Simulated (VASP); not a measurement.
A run of VASP 6.6.1:

Contents of INCAR:

```
SYSTEM = TiO2
ALGO = Normal
EDIFF = 1E-6
ENCUT = 520
GGA = PE
ISIF = 2
ISMEAR = 0
LASPH = .TRUE.
LCHARG = .FALSE.
LDAU = .TRUE.
LDAUJ = 0 0
LDAUL = 2 -1
LDAUPRINT = 1
LDAUTYPE = 2
LDAUU = 4 0
LMAXMIX = 4
LREAL = .FALSE.
LWAVE = .FALSE.
NBANDS = 33
NELM = 150
PREC = Accurate
SIGMA = 0.05
```

File KPOINTS:

```
k-points
0
G
  8 8 8
  0 0 0
```

The input POSCAR:

```
TiO2
1.0
   -1.9089353641      1.9089353641      4.7050477136
    1.9089353641     -1.9089353641      4.7050477136
    1.9089353641      1.9089353641     -4.7050477136
Ti O
2 4
Direct
    0.0000000000      0.0000000000      0.0000000000
    0.7500000000      0.2500000000      0.5000000000
    0.2052765759      0.2052765759      0.0000000000
    0.9552765759      0.4552765759      0.5000000000
    0.5447234241      0.0447234241      0.5000000000
    0.7947234241      0.7947234241      0.0000000000
```

Potentials or basis: VASP PAW PBE potentials, release 64 (Ti_sv, O).

Command:

```bash
$ cat potpaw_PBE.64/Ti_sv/POTCAR potpaw_PBE.64/O/POTCAR > POTCAR
$ mpirun -np 1 vasp_std > vasp.out
```

Hardware: 1 thread of Intel(R) Xeon(R) 6975P-C (Granite Rapids), with other jobs on the host.

**Question.** Estimate the wall time of this run.

**Answer.** It took 92 s on 1 thread of Intel(R) Xeon(R) 6975P-C (Granite Rapids) (shared host), peak memory 0.29 GiB. Counts: scf iterations 16, k points 59.
